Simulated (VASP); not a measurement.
## MgS: single point with r2SCAN

The system is MgS.

```
Mg S
1.0
     0.00000    2.60152    2.60152
     2.60152    0.00000    2.60152
     2.60152    2.60152    0.00000
Mg S
1 1
Direct
  0.00000 0.00000 0.00000
  0.50000 0.50000 0.50000
```

```json
{
 "Program": "VASP 6.6.1",
 "Task": "single point",
 "Functional": "r2SCAN",
 "Potentials or basis": "VASP PAW PBE potentials, release 64 (Mg, S)",
 "Cutoff": "520 eV",
 "k mesh": "8 × 8 × 8",
 "Occupations": "gaussian, width 0.01 eV",
 "Spin": "no spin polarisation"
}
```

```
Pressure               : -0.5 GPa
Band gap on the k mesh : 3.43 eV (least direct gap 4.62 eV)
```

Levels at points of the mesh, in eV from the valence-band top:
| k point | band 2 | band 3 | band 4 | band 5 | band 6 | band 7 |
| --- | --- | --- | --- | --- | --- | --- |
| (0.00, 0.00, 0.00) | 0.00 | 0.00 | 0.00 | 4.62 | 8.53 | 8.53 |
| (0.50, 0.00, 0.00) | -4.88 | -0.62 | -0.62 | 5.22 | 7.50 | 7.50 |
| (0.50, 0.50, 0.00) | -4.27 | -1.73 | -1.73 | 3.43 | 4.93 | 13.14 |

Run time: 39 s on 1 thread of Intel(R) Xeon(R) 6975P-C (Granite Rapids), with other jobs on the host, peak memory 0.16 GiB.

Caveat: the PAW data sets were made with another functional, which shifts forces and pressure a little. A k mesh can miss the band edges.
